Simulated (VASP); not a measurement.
# LiF (I4/mmm) in VASP: notebook

Runs on LiF. Level: PBE. Tasks: single point.

Program: VASP 6.6.1. These are calculated values, not measurements. Logs are shortened: lines on timing, memory, paths and dates and some standing lists are left out, and cuts for length are marked.

### Step 1. The cell of the first run

Symmetry: I4/mmm, No. 139, tetragonal system. The conventional cell has a = 2.848 Å, b = 2.848 Å, c = 4.068 Å, α = 90.00°, β = 90.00°, γ = 90.00°. Li (site symmetry 4/mmm) has 6 F at 2.01 to 2.03 Å within 2.7 Å. F (site symmetry 4/mmm) has 6 Li at 2.01 to 2.03 Å within 2.7 Å.

### Step 2. Single point, PBE (strain +0.0100 x Voigt [0, 1, 0, 0, 0, 0])

The input, INCAR:

```
SYSTEM = LiF
PREC = Accurate
ENCUT = 520
EDIFF = 1E-6
ISMEAR = 0
SIGMA = 0.05
LREAL = .FALSE.
LASPH = .TRUE.
NELM = 80
ALGO = Normal
ISIF = 2
LWAVE = .FALSE.
LCHARG = .FALSE.
GGA = PE
NBANDS = 12
```

The input, KPOINTS:

```
regular mesh
0
G
  10 10 10
  0 0 0
```

The input, POSCAR:

```
LiF
1.0
    0.0000000000      2.0341400000      2.0140000000
    2.0140000000      0.0000000000      2.0140000000
    2.0140000000      2.0341400000      0.0000000000
Li F
1 1
Direct
    0.0000000000      0.0000000000      0.0000000000
    0.5000000000      0.5000000000      0.5000000000
```

Potentials or basis: VASP PAW PBE potentials, release 64 (Li_sv, F).

Command:

```console
$ cat potpaw_PBE.64/Li_sv/POTCAR potpaw_PBE.64/F/POTCAR > POTCAR
$ mpirun -np 1 vasp_std > vasp.out
```

OUTCAR:

```text
SYSTEM = LiF
   PREC = Accurate
   ENCUT = 520
   EDIFF = 1E-6
   ISMEAR = 0
   LREAL = .FALSE.
   LASPH = .TRUE.
   NELM = 80
   ISIF = 2
   GGA = PE

 ion  position               nearest neighbor table
   1  0.000  0.000  0.000-   2 2.01   2 2.01   2 2.01   2 2.01   2 2.03   2 2.03
   2  0.500  0.500  0.500-   1 2.01   1 2.01   1 2.01   1 2.01   1 2.03   1 2.03

  LATTYP: Found a body centered tetragonal cell.
 ALAT       =     2.8482261146
 C/A-ratio  =     1.4283556980

  Lattice vectors:

 A1 = (   0.0000000000,  -2.0341400000,   2.0140000000)
 A2 = (   0.0000000000,  -2.0341400000,  -2.0140000000)
 A3 = (   2.0140000000,   2.0341400000,   0.0000000000)

Analysis of symmetry for initial positions (statically):
=====================================================================
 Subroutine PRICEL returns:
 Original cell was already a primitive cell.

 Routine SETGRP: Setting up the symmetry group for a
 body centered tetragonal supercell.

 Subroutine GETGRP returns: Found 16 space group operations
 (whereof 16 operations were pure point group operations)
 out of a pool of 16 trial point group operations.

The static configuration has the point symmetry D_4h.

Analysis of symmetry for dynamics (positions and initial velocities):
=====================================================================
 Subroutine PRICEL returns:
 Original cell was already a primitive cell.

 Routine SETGRP: Setting up the symmetry group for a
 body centered tetragonal supercell.

 Subroutine GETGRP returns: Found 16 space group operations
 (whereof 16 operations were pure point group operations)
 out of a pool of 16 trial point group operations.

The dynamic configuration has the point symmetry D_4h.

 Subroutine INISYM returns: Found 16 space group operations
 (whereof 16 operations are pure point group operations),
 and found     1 'primitive' translations

----------------------------------------------------------------------------------------

                                     Primitive cell

  volume of cell :      16.5017

  direct lattice vectors                    reciprocal lattice vectors
     0.000000000  2.034140000  2.014000000    -0.248262165  0.245804124  0.248262165
     2.014000000  0.000000000  2.014000000     0.248262165 -0.245804124  0.248262165
     2.014000000  2.034140000  0.000000000     0.248262165  0.245804124 -0.248262165

  length of vectors
     2.862502671  2.848226115  2.862502671     0.428588231  0.428588231  0.428588231

  position of ions in fractional coordinates (direct lattice)
     0.000000000  0.000000000  0.000000000
     0.500000000  0.500000000  0.500000000

  ion indices of the primitive-cell ions
   primitive index   ion index
                 1           1
                 2           2

----------------------------------------------------------------------------------------

 KPOINTS: regular mesh

Automatic generation of k-mesh.
 Grid dimensions read from file:
 generate k-points for:   10   10   10

 Generating k-lattice:

  Cartesian coordinates                     Fractional coordinates (reciprocal lattice)
    -0.024826216  0.024580412  0.024826216     0.100000000  0.000000000  0.000000000
     0.024826216 -0.024580412  0.024826216     0.000000000  0.100000000  0.000000000
     0.024826216  0.024580412 -0.024826216     0.000000000  0.000000000  0.100000000

  Length of vectors
     0.042858823  0.042858823  0.042858823

  Shift w.r.t. Gamma in fractional coordinates (k-lattice)
     0.000000000  0.000000000  0.000000000

 Subroutine IBZKPT returns following result:
 ===========================================

 Found    102 irreducible k-points:

 Following reciprocal coordinates:
            Coordinates               Weight
  0.000000  0.000000  0.000000      1.000000
  0.100000  0.000000  0.000000      8.000000
  0.200000  0.000000  0.000000      8.000000
  0.300000  0.000000  0.000000      8.000000
  0.400000  0.000000  0.000000      8.000000
  0.500000  0.000000  0.000000      4.000000
[... 16 lines left out ...]
  0.300000  0.300000  0.000000      4.000000
  0.400000  0.300000  0.000000     16.000000
 [... further k-points ...]
   k-points           NKPTS =    102   k-points in BZ     NKDIM =    102   number of bands    NBANDS=     12
   number of dos      NEDOS =    301   number of ions     NIONS =      2
   total plane-waves  NPLWV =  13824
   dimension x,y,z NGX =    24 NGY =   24 NGZ =   24
   dimension x,y,z NGXF=    48 NGYF=   48 NGZF=   48
   ions per type =               1   1
   NGX,Y,Z   is equivalent  to a cutoff of  13.94, 14.01, 13.94 a.u.
   NGXF,Y,Z  is equivalent  to a cutoff of  27.88, 28.02, 27.88 a.u.
 SYSTEM =  LiF
   PREC   = accura    normal or accurate (medium, high low for compatibility)
   ISTART =      0    job   : 0-new  1-cont  2-samecut
   ICHARG =      2    charge: 1-file 2-atom 10-const
   ISPIN  =      1    spin polarized calculation?
   LNONCOLLINEAR =      F non collinear calculations
   LSORBIT =      F    spin-orbit coupling
   LASPH  =      T    aspherical Exc in radial PAW
   ENCUT  =  520.0 eV  38.22 Ry    6.18 a.u.   5.32  5.30  5.32*2*pi/ulx,y,z
   NELM   =     80;   NELMIN=  2; NELMDL= -5     # of ELM steps
   EDIFF  = 0.1E-05   stopping-criterion for ELM
   LREAL  =      F    real-space projection
[... 7 lines left out ...]
   TEBEG  =    0.0;   TEEND  =   0.0 temperature during run
   PSTRESS=    0.0 pullay stress
   NELECT =      10.0000    total number of electrons
   NUPDOWN=      -1.0000    fix difference up-down
   EMIN   =  10.00;   EMAX   =-10.00  energy-range for DOS
   EFERMI =   0.00;   METHOD = LEGACY
   ISMEAR =     0;   SIGMA  =   0.05  broadening in eV -4-tet -1-fermi 0-gaus
   EFERMI_NEDOS =   21; number of points for ismear=-14 and -15
   IALGO  =     38    algorithm
   IMIX   =      4    mixing-type and parameters
     AMIX     =   0.40;   BMIX     =  1.00
     AMIX_MAG =   1.60;   BMIX_MAG =  1.00
  volume/ion in A,a.u.               =       8.25        55.68
  Fermi-wavevector in a.u.,A,eV,Ry     =   1.385367  2.617964 26.112877  1.919242
  Thomas-Fermi vector in A             =   2.509784
   LORBIT       =      0    0 simple, 1 ext, 2 COOP (PROOUT), +10 PAW based schemes
   GGA     = PE    functional components
   LHFCALC =     F    Hartree Fock is set to
   AEXX    =    0.0000 exact exchange contribution
   IVDW    =     0    specifies the selected vdW correction
   LEPSILON=     F    determine dielectric tensor
   LRPA    =     F    only Hartree local field effects (RPA)
 non-spin polarized calculation
 Gauss-broadening in eV      SIGMA  =   0.05
  energy-cutoff  :      520.00
  volume of cell :       16.50
 maximum number of plane-waves:       459
 NGX is ok and might be reduce to    24
   NGX = 11   NGY = 11   NGZ = 11

 number of electron      10.0000000 magnetization

 number of electron       9.9999991 magnetization

 Free energy of the ion-electron system (eV)
  ---------------------------------------------------
  ext. energy  EPLUGINS =         0.00000000
  ---------------------------------------------------
  free energy    TOTEN  =        -9.63914147 eV

  energy without entropy =       -9.63914147  energy(sigma->0) =       -9.63914147

 E-fermi :  -0.6996     XC(G=0):  -9.9339

 val. band max:       -1.0634905970   @ k =   0.0000   0.0000   0.0000
 cond. band min:       7.9204525650   @ k =   0.0000   0.0000   0.0000
 fundamental gap:      8.9839431620
 Fermi energy:        -0.6995966585

 k-point     1 :       0.0000    0.0000    0.0000
  band No.  band energies     occupation
      1     -42.0211      2.00000
      2     -21.0260      2.00000
      3      -1.0862      2.00000
      4      -1.0862      2.00000
      5      -1.0635      2.00000
      6       7.9205      0.00000
      7      22.6054      0.00000
      8      22.8333      0.00000
      9      22.8333      0.00000
     10      23.0922      0.00000
     11      23.1768      0.00000
     12      23.1768      0.00000

 k-point     2 :       0.1000    0.0000    0.0000
  band No.  band energies     occupation
      1     -42.0157      2.00000
      2     -20.9871      2.00000
      3      -1.3637      2.00000
      4      -1.1071      2.00000
      5      -1.0950      2.00000
      6       8.2151      0.00000
      7      20.1066      0.00000
      8      21.4436      0.00000
      9      21.6016      0.00000
     10      24.1344      0.00000
     11      24.2057      0.00000
     12      24.2337      0.00000

 k-point     3 :       0.2000    0.0000    0.0000
  band No.  band energies     occupation
      1     -42.0018      2.00000
      2     -20.8850      2.00000
      3      -2.0451      2.00000
      4      -1.1606      2.00000
      5      -1.1578      2.00000
      6       8.8674      0.00000
      7      17.6493      0.00000
      8      19.9542      0.00000
      9      20.1307      0.00000
     10      25.1633      0.00000
     11      25.5126      0.00000
     12      25.5399      0.00000

 k-point     4 :       0.3000    0.0000    0.0000
  band No.  band energies     occupation
      1     -41.9844      2.00000
      2     -20.7530      2.00000
      3      -2.7987      2.00000
      4      -1.2325      2.00000
      5      -1.2244      2.00000
      6       9.4287      0.00000
      7      16.1662      0.00000
      8      18.7185      0.00000
      9      18.8981      0.00000
     10      26.5060      0.00000
     11      27.1770      0.00000
     12      27.2179      0.00000

 k-point     5 :       0.4000    0.0000    0.0000
  band No.  band energies     occupation
      1     -41.9703      2.00000
      2     -20.6417      2.00000
      3      -3.3596      2.00000
      4      -1.2910      2.00000
      5      -1.2742      2.00000
      6       9.6317      0.00000
      7      15.6231      0.00000
      8      17.9230      0.00000
      9      18.1007      0.00000
     10      28.0716      0.00000
     11      28.8754      0.00000
     12      28.9683      0.00000
[... 228 lines left out ...]
      1     -41.9660      2.00000
      2     -20.5759      2.00000
      3      -3.0509      2.00000
      4      -2.2154      2.00000
      5      -1.3235      2.00000
      6      10.7773      0.00000
      7      14.7930      0.00000
      8      18.1752      0.00000
      9      18.2658      0.00000
     10      27.6240      0.00000
     11      27.8605      0.00000
     12      28.2252      0.00000

 k-point    22 :      -0.2000    0.2000    0.0000
  band No.  band energies     occupation
      1     -41.9790      2.00000
      2     -20.6942      2.00000
      3      -2.6550      2.00000
      4      -1.9382      2.00000
      5      -1.1896      2.00000
      6      10.1112      0.00000
      7      15.5774      0.00000
      8      18.6051      0.00000
      9      18.7984      0.00000
     10      26.0159      0.00000
     11      26.4647      0.00000
     12      28.9109      0.00000

 k-point    23 :       0.3000    0.3000    0.0000
  band No.  band energies     occupation
      1     -41.9734      2.00000
      2     -20.6144      2.00000
      3      -2.9518      2.00000
      4      -1.7609      2.00000
      5      -1.7106      2.00000
      6      11.1099      0.00000
      7      16.7631      0.00000
      8      17.8919      0.00000
      9      19.1011      0.00000
     10      19.2456      0.00000
     11      33.1509      0.00000
     12      33.3306      0.00000

 k-point    24 :       0.4000    0.3000    0.0000
  band No.  band energies     occupation
      1     -41.9630      2.00000
      2     -20.5059      2.00000
      3      -3.3618      2.00000
      4      -1.9480      2.00000
      5      -1.8291      2.00000
      6      11.9402      0.00000
      7      15.6143      0.00000
      8      17.3783      0.00000
      9      18.9243      0.00000
     10      19.9915      0.00000
     11      32.6477      0.00000
     12      33.6081      0.00000

 [... further k-points ...]
[... 5 lines left out ...]
  --------------------------------------------------------------------------------------
  -------------------------------------------------------------------------------------
  Total        0.1202809      0.0458084      0.1202809      0.0000000      0.0000000      0.0000000
  in kB       11.6782452      4.4476004     11.6782452      0.0000000      0.0000000      0.0000000
  external PRESSURE =       9.2680303 kB  Pullay stress =       0.0000000 kB

 VOLUME and BASIS-vectors are now :
 -----------------------------------------------------------------------------
  energy-cutoff  :      520.00
  volume of cell :       16.50
      direct lattice vectors                 reciprocal lattice vectors
     0.000000000  2.034140000  2.014000000    -0.248262165  0.245804124  0.248262165
     2.014000000  0.000000000  2.014000000     0.248262165 -0.245804124  0.248262165
     2.014000000  2.034140000  0.000000000     0.248262165  0.245804124 -0.248262165

 POSITION                                       TOTAL-FORCE (eV/Angst)
 -----------------------------------------------------------------------------------
      0.00000      0.00000      0.00000         0.000000      0.000000     -0.000000
      2.01400      2.03414      2.01400        -0.000000     -0.000000      0.000000
 -----------------------------------------------------------------------------------
    total drift:                               -0.000000     -0.000000      0.000000

  FREE ENERGIE OF THE ION-ELECTRON SYSTEM (eV)
  ---------------------------------------------------
  free  energy   TOTEN  =        -9.6391414652 eV

  energy  without entropy=       -9.6391414652  energy(sigma->0) =       -9.63914147
```

Run time: 21 s. Hardware: 1 thread of AMD EPYC 7R13 (Zen 3), shared host; peak memory 0.11 GiB.

What came out:

| Property | Result |
| --- | --- |
| Free energy | -9.6391 eV |
| Band gap on the k mesh | 8.98 eV, direct |

Caveat: the cell differs from its parent crystal (strain +0.0100 x Voigt [0, 1, 0, 0, 0, 0]); the cutoff is under 1.25 times the usual one of these potentials, so pressure, stress and relaxed cells hold a basis-set (Pulay) error.

(Continued in part 2 of 2.)
